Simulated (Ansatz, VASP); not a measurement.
Two plane-wave programs on BN

```
CELL_PARAMETERS angstrom
0.00000 1.75456 1.75456
1.75456 0.00000 1.75456
1.75456 1.75456 0.00000
ATOMIC_POSITIONS crystal
B 0.00000 0.00000 0.00000
N 0.50000 0.50000 0.50000
```

Change from the starting cell: hydrostatic strain +0.5%.

Alike in both runs: task single point; functional r2SCAN; k mesh 12 × 12 × 12; no spin polarisation.

|  | VASP | Ansatz |
| --- | --- | --- |
| version | VASP 6.6.1 | Ansatz 0.2.0 |
| potentials or method | VASP PAW PBE potentials, release 64 (B, N) | plane waves, PAW |
| plane-wave cutoff (eV) | 520 | 500 |
| occupations | gaussian, width 0.01 eV | fixed |
| valence electrons in the cell | 8 | 8 |

```tsv
	VASP	Ansatz	Ansatz less VASP
gap on the k mesh at the Fermi level (eV)	1.21	1.22	+0.008
pressure (GPa)	-5.4	-5.7	-0.38
```

VASP's potentials were made for PBE, not for r2SCAN.
